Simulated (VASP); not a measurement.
# Pb (Cmce) in VASP: notebook

The runs below take Pb through single point, relaxation of cell and atoms, with PBEsol.

All numbers are computed with VASP 6.6.1; they aren't measurements. Logs are shortened: lines on timing, memory, paths and dates and some standing lists are left out, and cuts for length are marked.

## (1) The cell of the first run

The structure is orthorhombic, space group Cmce (No. 64). Conventional cell: a = 5.363 Å, b = 9.089 Å, c = 5.370 Å, α = 90.00°, β = 90.00°, γ = 90.00°. Pb (site symmetry m) has 7 Pb at 2.90 to 3.32 Å within 3.8 Å.

## (2) Single point, PBEsol

INCAR

```
SYSTEM = Pb
ALGO = Normal
EDIFF = 1E-7
ENCUT = 520
GGA = PS
ISIF = 2
ISMEAR = 0
LASPH = .True.
LCHARG = .False.
LREAL = .False.
LWAVE = .False.
NBANDS = 36
NELM = 100
PREC = Accurate
SIGMA = 0.1
```

KPOINTS

```
k-points
0
Gamma
  4 4 4
  0 0 0
```

POSCAR

```
Pb
1.0
    2.6813915012     -4.5444613361      0.0000000000
    2.6813915012      4.5444613361      0.0000000000
    0.0000000000      0.0000000000      5.3699164181
Pb
4
Direct
    0.1525000000      0.8475000000      0.0785000000
    0.6525000000      0.3475000000      0.4215000000
    0.8475000000      0.1525000000      0.9215000000
    0.3475000000      0.6525000000      0.5785000000
```

Potentials or basis: VASP PAW PBE potentials, release 64 (Pb_d).

Run with:

```console
cat potpaw_PBE.64/Pb_d/POTCAR > POTCAR
mpirun -np 1 vasp_std > vasp.out
```

OUTCAR:

```text
SYSTEM = Pb
   EDIFF = 1E-7
   ENCUT = 520
   GGA = PS
   ISIF = 2
   ISMEAR = 0
   LASPH = .True.
   LREAL = .False.
   NELM = 100
   PREC = Accurate

 ion  position               nearest neighbor table
   1  0.153  0.847  0.078-   3 2.90   4 3.22   4 3.22   2 3.25   2 3.25   3 3.32   3 3.32
   2  0.653  0.347  0.422-   4 2.90   3 3.22   3 3.22   1 3.25   1 3.25   4 3.32   4 3.32
   3  0.847  0.153  0.922-   1 2.90   2 3.22   2 3.22   4 3.25   4 3.25   1 3.32   1 3.32
   4  0.347  0.653  0.578-   2 2.90   1 3.22   1 3.22   3 3.25   3 3.25   2 3.32   2 3.32

  LATTYP: Found a base centered orthorhombic cell.
 ALAT       =     5.3627830024
 B/A-ratio  =     1.6948145521
 C/A-ratio  =     1.0013301705

  Lattice vectors:

 A1 = (   2.6813915012,  -4.5444613361,   0.0000000000)
 A2 = (   2.6813915012,   4.5444613361,   0.0000000000)
 A3 = (   0.0000000000,   0.0000000000,   5.3699164181)

Analysis of symmetry for initial positions (statically):
=====================================================================
 Subroutine PRICEL returns:
 Original cell was already a primitive cell.

 Routine SETGRP: Setting up the symmetry group for a
 base centered orthorhombic supercell.

 Subroutine GETGRP returns: Found  8 space group operations
 (whereof  4 operations were pure point group operations)
 out of a pool of  8 trial point group operations.

The static configuration has the point symmetry C_2h.
 The point group associated with its full space group is D_2h.

Analysis of symmetry for dynamics (positions and initial velocities):
=====================================================================
 Subroutine PRICEL returns:
 Original cell was already a primitive cell.

 Routine SETGRP: Setting up the symmetry group for a
 base centered orthorhombic supercell.

 Subroutine GETGRP returns: Found  8 space group operations
 (whereof  4 operations were pure point group operations)
 out of a pool of  8 trial point group operations.

The dynamic configuration has the point symmetry C_2h.
 The point group associated with its full space group is D_2h.

 Subroutine INISYM returns: Found  8 space group operations
 (whereof  4 operations are pure point group operations),
 and found     1 'primitive' translations

----------------------------------------------------------------------------------------

                                     Primitive cell

  volume of cell :     130.8700

  direct lattice vectors                    reciprocal lattice vectors
     2.681391501 -4.544461336  0.000000000     0.186470346 -0.110024041  0.000000000
     2.681391501  4.544461336  0.000000000     0.186470346  0.110024041  0.000000000
     0.000000000  0.000000000  5.369916418     0.000000000  0.000000000  0.186222638

  length of vectors
     5.276550883  5.276550883  5.369916418     0.216509767  0.216509767  0.186222638

  position of ions in fractional coordinates (direct lattice)
     0.152500000  0.847500000  0.078500000
     0.652500000  0.347500000  0.421500000
     0.847500000  0.152500000  0.921500000
     0.347500000  0.652500000  0.578500000

  ion indices of the primitive-cell ions
   primitive index   ion index
                 1           1
                 2           2
                 3           3
                 4           4

----------------------------------------------------------------------------------------

 KPOINTS: k-points

Automatic generation of k-mesh.
 Grid dimensions read from file:
 generate k-points for:    4    4    4

 Generating k-lattice:

  Cartesian coordinates                     Fractional coordinates (reciprocal lattice)
     0.046617586 -0.027506010  0.000000000     0.250000000 -0.000000000  0.000000000
     0.046617586  0.027506010  0.000000000    -0.000000000  0.250000000  0.000000000
     0.000000000  0.000000000  0.046555659     0.000000000  0.000000000  0.250000000

  Length of vectors
     0.054127442  0.054127442  0.046555659

  Shift w.r.t. Gamma in fractional coordinates (k-lattice)
     0.000000000  0.000000000  0.000000000

 Subroutine IBZKPT returns following result:
 ===========================================

 Found     21 irreducible k-points:

 Following reciprocal coordinates:
            Coordinates               Weight
  0.000000  0.000000  0.000000      1.000000
  0.250000  0.000000  0.000000      4.000000
  0.500000  0.000000  0.000000      2.000000
  0.250000  0.250000  0.000000      2.000000
  0.500000  0.250000  0.000000      4.000000
 -0.250000  0.250000  0.000000      2.000000
[... 13 lines left out ...]
 -0.250000  0.250000  0.500000      2.000000
  0.500000  0.500000  0.500000      1.000000
   k-points           NKPTS =     21   k-points in BZ     NKDIM =     21   number of bands    NBANDS=     36
   number of dos      NEDOS =    301   number of ions     NIONS =      4
   total plane-waves  NPLWV =  64000
   dimension x,y,z NGX =    40 NGY =   40 NGZ =   40
   dimension x,y,z NGXF=    80 NGYF=   80 NGZF=   80
   ions per type =               4
   NGX,Y,Z   is equivalent  to a cutoff of  12.60, 12.60, 12.38 a.u.
   NGXF,Y,Z  is equivalent  to a cutoff of  25.21, 25.21, 24.77 a.u.
 SYSTEM =  Pb
   PREC   = accura    normal or accurate (medium, high low for compatibility)
   ISTART =      0    job   : 0-new  1-cont  2-samecut
   ICHARG =      2    charge: 1-file 2-atom 10-const
   ISPIN  =      1    spin polarized calculation?
   LNONCOLLINEAR =      F non collinear calculations
   LSORBIT =      F    spin-orbit coupling
   LASPH  =      T    aspherical Exc in radial PAW
   ENCUT  =  520.0 eV  38.22 Ry    6.18 a.u.   9.81  9.81  9.98*2*pi/ulx,y,z
   NELM   =    100;   NELMIN=  2; NELMDL= -5     # of ELM steps
   EDIFF  = 0.1E-06   stopping-criterion for ELM
   LREAL  =      F    real-space projection
   EDIFFG = 0.1E-05   stopping-criterion for IOM
   NSW    =      0    number of steps for IOM
   IBRION =     -1    ionic relax: 0-MD 1-quasi-New 2-CG
   NFREE  =      0    steps in history (QN), initial steepest desc. (CG)
   ISIF   =      2    stress and relaxation
   ISYM   =      2    0-nonsym 1-usesym 2-fastsym
   POTIM  = 0.5000    time-step for ionic-motion
   TEBEG  =    0.0;   TEEND  =   0.0 temperature during run
   PSTRESS=    0.0 pullay stress
   NELECT =      56.0000    total number of electrons
   NUPDOWN=      -1.0000    fix difference up-down
   EMIN   =  10.00;   EMAX   =-10.00  energy-range for DOS
   EFERMI =   0.00;   METHOD = LEGACY
   ISMEAR =     0;   SIGMA  =   0.10  broadening in eV -4-tet -1-fermi 0-gaus
   EFERMI_NEDOS =   21; number of points for ismear=-14 and -15
   IALGO  =     38    algorithm
   IMIX   =      4    mixing-type and parameters
     AMIX     =   0.40;   BMIX     =  1.00
     AMIX_MAG =   1.60;   BMIX_MAG =  1.00
  volume/ion in A,a.u.               =      32.72       220.79
  Fermi-wavevector in a.u.,A,eV,Ry     =   1.233647  2.331254 20.706490  1.521884
  Thomas-Fermi vector in A             =   2.368369
   LORBIT       =      0    0 simple, 1 ext, 2 COOP (PROOUT), +10 PAW based schemes
   GGA     = PS    functional components
   LHFCALC =     F    Hartree Fock is set to
   AEXX    =    0.0000 exact exchange contribution
   IVDW    =     0    specifies the selected vdW correction
   LEPSILON=     F    determine dielectric tensor
   LRPA    =     F    only Hartree local field effects (RPA)
 non-spin polarized calculation
 Gauss-broadening in eV      SIGMA  =   0.10
  energy-cutoff  :      520.00
  volume of cell :      130.87
 maximum number of plane-waves:      3538
   NGX = 19   NGY = 19   NGZ = 19

 number of electron      55.9999994 magnetization

 Free energy of the ion-electron system (eV)
  ---------------------------------------------------
  ext. energy  EPLUGINS =         0.00000000
  ---------------------------------------------------
  free energy    TOTEN  =       -15.13435428 eV

  energy without entropy =      -15.12620184  energy(sigma->0) =      -15.13027806

 E-fermi :   6.3043     XC(G=0):  -9.7978

 val. band max:        6.2398897840   @ k =   0.2500   0.2500   0.5000
 cond. band min:       6.4031146275   @ k =   0.5000   0.2500   0.5000
 fundamental gap:      0.1632248435
 Fermi energy:         6.3043026555

 k-point     1 :       0.0000    0.0000    0.0000
  band No.  band energies     occupation
      1     -11.0463      2.00000
      2     -11.0054      2.00000
      3     -10.9702      2.00000
      4     -10.9351      2.00000
      5     -10.8344      2.00000
      6     -10.7848      2.00000
[... 28 lines left out ...]
     35      10.5712      0.00000
     36      10.8342      0.00000

 k-point     2 :       0.2500    0.0000    0.0000
  band No.  band energies     occupation
      1     -11.0548      2.00000
      2     -11.0297      2.00000
      3     -10.9432      2.00000
      4     -10.9194      2.00000
      5     -10.8230      2.00000
      6     -10.7836      2.00000
[... 28 lines left out ...]
     35      10.1667      0.00000
     36      11.6047      0.00000

 k-point     3 :       0.5000    0.0000    0.0000
  band No.  band energies     occupation
      1     -11.0569      2.00000
      2     -11.0569      2.00000
      3     -10.8903      2.00000
      4     -10.8903      2.00000
      5     -10.8459      2.00000
      6     -10.8459      2.00000
[... 28 lines left out ...]
     35      12.2662      0.00000
     36      12.2662      0.00000
[... 625 lines left out ...]
 k-point    20 :      -0.2500    0.2500    0.5000
  band No.  band energies     occupation
      1     -11.0492      2.00000
      2     -11.0492      2.00000
      3     -10.9152      2.00000
      4     -10.9152      2.00000
      5     -10.8593      2.00000
      6     -10.8593      2.00000
[... 28 lines left out ...]
     35      11.8603      0.00000
     36      11.8603      0.00000

 k-point    21 :       0.5000    0.5000    0.5000
  band No.  band energies     occupation
      1     -11.0693      2.00000
      2     -11.0693      2.00000
      3     -10.9256      2.00000
      4     -10.9256      2.00000
      5     -10.8815      2.00000
      6     -10.8815      2.00000
[... 28 lines left out ...]
     35      12.9565      0.00000
     36      12.9565      0.00000

------------------------ aborting loop because EDIFF is reached ----------------------------------------

  FORCE on cell =-STRESS in cart. coord.  units (eV):
  Direction    XX          YY          ZZ          XY          YZ          ZX
  --------------------------------------------------------------------------------------
  -------------------------------------------------------------------------------------
  Total        1.5570071      5.0063642      1.3694675      0.0000000     -0.0000000      0.0000000
  in kB       19.0616723     61.2904566     16.7657175      0.0000000     -0.0000000      0.0000000
  external PRESSURE =      32.3726155 kB  Pullay stress =       0.0000000 kB

 VOLUME and BASIS-vectors are now :
 -----------------------------------------------------------------------------
  energy-cutoff  :      520.00
  volume of cell :      130.87
      direct lattice vectors                 reciprocal lattice vectors
     2.681391501 -4.544461336  0.000000000     0.186470346 -0.110024041  0.000000000
     2.681391501  4.544461336  0.000000000     0.186470346  0.110024041  0.000000000
     0.000000000  0.000000000  5.369916418     0.000000000  0.000000000  0.186222638

 POSITION                                       TOTAL-FORCE (eV/Angst)
 -----------------------------------------------------------------------------------
      2.68139      3.15840      0.42154         0.000000     -0.750640      0.241803
      2.68139     -1.38606      2.26342         0.000000     -0.750640     -0.241803
      2.68139     -3.15840      4.94838         0.000000      0.750640     -0.241803
      2.68139      1.38606      3.10650         0.000000      0.750640      0.241803
 -----------------------------------------------------------------------------------
    total drift:                                0.000000      0.000000      0.000000

  FREE ENERGIE OF THE ION-ELECTRON SYSTEM (eV)
  ---------------------------------------------------
  free  energy   TOTEN  =       -15.1343542808 eV

  energy  without entropy=      -15.1262018391  energy(sigma->0) =      -15.13027806
```

Wall time 42 s (1 thread of Intel Xeon 6975P-C (Granite Rapids), shared host); peak memory 0.27 GiB.

What came out:

```yaml
Free_energy: -15.1344 eV
Pressure: 3.2 GPa
Largest_force: 0.789 eV/Å
Band_gap_on_the_k_mesh: zero (band 28 reaches 6.92 eV, above the bottom of band 29 at 5.83 eV)
```

Forces in eV/Å, atoms in the order of the input:
```
Pb   0.000 -0.751  0.242
Pb   0.000 -0.751 -0.242
Pb   0.000  0.751 -0.242
Pb   0.000  0.751  0.242
```

Caveat: the PAW data sets were made with another functional, which shifts forces and pressure a little; spin-orbit coupling is left out, which moves the levels of the heavy elements.

## (3) Single point, PBEsol

This run uses another cell than the first one, of 35.27 Å³/atom, 1.078 times its volume.

INCAR

```
SYSTEM = Pb
PREC = Accurate ; ENCUT = 520
EDIFF = 1E-7 ; ISMEAR = 0
SIGMA = 0.1 ; LREAL = .False.
LASPH = .True. ; NELM = 100
ALGO = Normal ; ISIF = 2
LWAVE = .False. ; LCHARG = .False.
GGA = PS ; NBANDS = 36
```

KPOINTS

```
Automatic mesh
0
Gamma
  4 4 4
  0 0 0
```

POSCAR

```
Pb
1.0
    2.7397497738     -4.7398128638      0.0000000000
    2.7397497738      4.7398128638      0.0000000000
    0.0000000000      0.0000000000      5.4312909902
Pb
4
Direct
    0.1586183902      0.8413816098      0.0876360441
    0.6586183902      0.3413816098      0.4123639559
    0.8413816098      0.1586183902      0.9123639559
    0.3413816098      0.6586183902      0.5876360441
```

Potentials or basis: VASP PAW PBE potentials, release 64 (Pb_d).

Run with:

```console
cat potpaw_PBE.64/Pb_d/POTCAR > POTCAR
mpirun -np 1 vasp_std > vasp.out
```

It took 57 s on 1 thread of Intel Xeon 6975P-C (Granite Rapids), shared host; peak memory 0.28 GiB.

The run converged. Its results:

| Quantity | Value |
| --- | --- |
| Free energy | -15.3469 eV |
| Pressure | 0.0 GPa |
| Largest force | 0.020 eV/Å |
| Band gap on the k mesh | zero (band 28 reaches 6.10 eV, above the bottom of band 29 at 5.14 eV) |

Forces in eV/Å, atoms in the order of the input:
```
Pb   0.000  0.018  0.010
Pb   0.000  0.018 -0.010
Pb   0.000 -0.018 -0.010
Pb   0.000 -0.018  0.010
```

Stress tensor (GPa, compression positive):
```
-0.09  0.00  0.00
 0.00  0.02  0.00
 0.00  0.00  0.01
```

Levels at points of the mesh, in eV from the Fermi level:
```tsv
k point	band 25	band 26	band 27	band 28	band 29	band 30	band 31	band 32
(0.00, 0.00, 0.00)	-2.62	-1.85	-1.73	-0.39	-0.13	1.12	2.58	2.61
(0.50, 0.00, 0.00)	-2.28	-2.28	-1.02	-1.02	0.79	0.79	2.46	2.46
(0.50, 0.50, 0.00)	-3.47	-2.45	-0.24	-0.13	-0.04	0.97	1.61	1.64
(0.00, 0.00, 0.50)	-1.47	-1.47	-1.37	-1.37	-0.07	-0.07	1.64	1.64
(0.50, 0.00, 0.50)	-2.43	-2.43	-1.71	-1.71	3.02	3.02	3.35	3.35
(0.50, 0.50, 0.50)	-2.47	-2.47	-2.00	-2.00	1.98	1.98	3.19	3.19
```

Caveat: the PAW data sets were made with another functional, which shifts forces and pressure a little; spin-orbit coupling is left out, which moves the levels of the heavy elements.

## (4) Relaxation of cell and atoms, PBEsol

INCAR

```
PREC = Accurate
ENCUT = 600
EDIFF = 1E-6
ISMEAR = 0
SIGMA = 0.1
LREAL = F
LASPH = T
NELM = 100
ALGO = Normal
ISIF = 3
LWAVE = F
LCHARG = F
GGA = PS
IBRION = 2
NSW = 90
EDIFFG = -0.04
```

KPOINTS

```
Automatic mesh
0
Gamma
  4 4 4
```

POSCAR

```
Pb
1.0
    2.6813915012     -4.5444613361      0.0000000000
    2.6813915012      4.5444613361      0.0000000000
    0.0000000000      0.0000000000      5.3699164181
Pb
4
Direct
    0.1525000000      0.8475000000      0.0785000000
    0.6525000000      0.3475000000      0.4215000000
    0.8475000000      0.1525000000      0.9215000000
    0.3475000000      0.6525000000      0.5785000000
```

Potentials or basis: VASP PAW PBE potentials, release 64 (Pb_d).

Run with:

```console
cat potpaw_PBE.64/Pb_d/POTCAR > POTCAR
mpirun -np 1 vasp_std > vasp.out
```

OUTCAR:

```text
PREC = Accurate
   ENCUT = 600
   EDIFF = 1E-6
   ISMEAR = 0
   LREAL = F
   LASPH = T
   NELM = 100
   ISIF = 3
   GGA = PS
   IBRION = 2
   NSW = 90
   EDIFFG = -0.04

 ion  position               nearest neighbor table
   1  0.153  0.847  0.078-   3 2.90   4 3.22   4 3.22   2 3.25   2 3.25   3 3.32   3 3.32
   2  0.653  0.347  0.422-   4 2.90   3 3.22   3 3.22   1 3.25   1 3.25   4 3.32   4 3.32
   3  0.847  0.153  0.922-   1 2.90   2 3.22   2 3.22   4 3.25   4 3.25   1 3.32   1 3.32
   4  0.347  0.653  0.578-   2 2.90   1 3.22   1 3.22   3 3.25   3 3.25   2 3.32   2 3.32

  LATTYP: Found a base centered orthorhombic cell.
 ALAT       =     5.3627830024
 B/A-ratio  =     1.6948145521
 C/A-ratio  =     1.0013301705

[... 189 lines left out ...]
  --------------------------------------------------------------------------------------
  -------------------------------------------------------------------------------------
  Total        1.6152912      5.0641419      1.4275923      0.0000000     -0.0000000      0.0000000
  in kB       19.7752162     61.9978006     17.4773113      0.0000000     -0.0000000      0.0000000
  external PRESSURE =      33.0834427 kB  Pullay stress =       0.0000000 kB
[... 291 lines left out ...]
--------------------------------------- Ionic step        9  -------------------------------------------

 number of electron      55.9999997 magnetization

 Free energy of the ion-electron system (eV)
  ---------------------------------------------------
  ext. energy  EPLUGINS =         0.00000000
  ---------------------------------------------------
  free energy    TOTEN  =       -15.34315079 eV

  energy without entropy =      -15.33192023  energy(sigma->0) =      -15.33753551

 E-fermi :   5.4830     XC(G=0):  -9.4344

 val. band max:        5.4635560044   @ k =   0.5000   0.5000   0.0000
 cond. band min:       5.4880844344   @ k =   0.5000   0.2500   0.0000
 fundamental gap:      0.0245284300
 Fermi energy:         5.4829776150

 k-point     1 :       0.0000    0.0000    0.0000
  band No.  band energies     occupation
      1     -11.6116      2.00000
      2     -11.6074      2.00000
      3     -11.5856      2.00000
      4     -11.5521      2.00000
      5     -11.5341      2.00000
      6     -11.4924      2.00000
[... 776 lines left out ...]
  FREE ENERGIE OF THE ION-ELECTRON SYSTEM (eV)
  ---------------------------------------------------
  free  energy   TOTEN  =       -15.3431507924 eV

  energy  without entropy=      -15.3319202283  energy(sigma->0) =      -15.33753551

 reached required accuracy - stopping structural energy minimisation
```

Wall time 5.3 min (1 thread of Intel Xeon 6975P-C (Granite Rapids), shared host); peak memory 0.33 GiB.

Results:

```
Free energy                            : -15.3432 eV
Relaxed volume                         : 35.28 Å³/atom
Relaxed cell                           : a = 5.533 Å, b = 5.533 Å, c = 5.379 Å, α = 90.00°, β = 90.00°, γ = 121.03°
Space group after relaxing (to 0.05 Å) : Cmce (No. 64)
Energy gained by relaxing              : 52.1 meV/atom
Ionic steps                            : 9
Pressure after relaxing                : -0.1 GPa
Largest force after relaxing           : 0.018 eV/Å
Band gap on the k mesh                 : zero (band 28 reaches 6.01 eV, above the bottom of band 29 at 5.22 eV)
```

Forces on the atoms (eV/Å):
```
Pb   0.000  0.008  0.017
Pb   0.000  0.008 -0.017
Pb   0.000 -0.008 -0.017
Pb   0.000 -0.008  0.017
```

Stress tensor (GPa, compression positive):
```
 0.00  0.00  0.00
 0.00 -0.17  0.00
 0.00  0.00 -0.07
```

Step by step:
```csv
step,energy change (eV),largest force (eV/Å),pressure (GPa),volume (Å³)
1,0.0000,0.7893,3.31,130.87
2,-0.1935,0.1492,-0.90,144.01
3,-0.1958,0.1901,-0.53,142.48
4,-0.2067,0.0573,0.03,140.58
5,-0.2070,0.0351,0.12,140.27
6,-0.2070,0.0326,0.12,140.23
7,-0.2079,0.0223,0.06,140.60
8,-0.2077,0.0255,-0.18,141.66
9,-0.2083,0.0183,-0.08,141.13
```

Final structure:
```
CELL_PARAMETERS angstrom
2.72348 -4.81658 0.00000
2.72348 4.81658 0.00000
0.00000 0.00000 5.37911
ATOMIC_POSITIONS crystal
Pb 0.15770 0.84230 0.08194
Pb 0.65770 0.34230 0.41806
Pb 0.84230 0.15770 0.91806
Pb 0.34230 0.65770 0.58194
```

Caveat: the PAW data sets were made with another functional, which shifts forces and pressure a little; spin-orbit coupling is left out, which moves the levels of the heavy elements.

(Part 1 of 2 ends here.)
